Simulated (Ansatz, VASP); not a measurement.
## Two plane-wave programs on CdS

```xyz
2
Lattice="0.0000 2.9165 2.9457 2.9165 0.0000 2.9457 2.9165 2.9165 0.0000" Properties=species:S:1:pos:R:3 pbc="T T T"
Cd    0.0000    0.0000    0.0000
S     1.4583    1.4583    1.4728
```

Change from the starting cell: z stretched by +1 %, ions relaxed.

Alike in both runs: functional PBE; k mesh 13 × 13 × 13; occupations fermi-dirac, width 0.02 eV; no spin polarisation.

Ansatz relaxed the structure, and its values are those at the end. VASP's run is a single point on that final structure, the one shown.

|  | VASP | Ansatz |
| --- | --- | --- |
| version | VASP 6.6.1 | Ansatz 0.2.0 |
| potentials or method | VASP PAW PBE potentials, release 64 (Cd, S) | plane-wave PAW, scalar-relativistic |
| plane-wave cutoff (eV) | 520 | 420 |
| valence electrons in the cell | 18 | 26 |

VASP gave:

* gap on the k mesh at the Fermi level (eV): 1.12
* pressure (GPa): 2.5

Q: What did Ansatz give for the same quantities?

A: gap on the k mesh at the Fermi level (eV): 1.11; pressure (GPa): 2.2.

VASP's potentials hold 18 valence electrons a cell and Ansatz's 26, so a difference there can come from the potentials and not from the codes. Ansatz's warnings: stress scf threshold loose.
